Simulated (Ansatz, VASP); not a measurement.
## Two plane-wave programs on BN

```xyz
4
Lattice="2.5001 0.0000 0.0000 -1.2500 2.1651 0.0000 0.0000 0.0000 6.8842" Properties=species:S:1:pos:R:3 pbc="T T T"
B     0.0000    1.4434    1.7211
B     1.2500    0.7217    5.1632
N     0.0000    1.4434    5.1632
N     1.2500    0.7217    1.7211
```

Alike in both runs: functional r2SCAN; k mesh 12 × 12 × 4; occupations gaussian, width 0.02 eV; no spin polarisation.

Ansatz relaxed the structure, and its values are those at the end. VASP's run is a single point on that final structure, the one shown.

|  | VASP | Ansatz |
| --- | --- | --- |
| version | VASP 6.6.1 | Ansatz 0.2.0 |
| potentials or method | VASP PAW PBE potentials, release 64 (B, N), cutoff 520 eV | scalar-relativistic, plane waves, PAW |
| valence electrons in the cell | 16 | 16 |

|  | VASP | Ansatz | Ansatz less VASP |
| --- | --- | --- | --- |
| gap on the k mesh at the Fermi level (eV) | 4.93 | 4.89 | -0.042 |
| least direct gap on the mesh (eV) | 5.38 | 5.31 | -0.065 |
| pressure (GPa) | 0.6 | 0.0 | -0.62 |

VASP's potentials were made for PBE, not for r2SCAN.
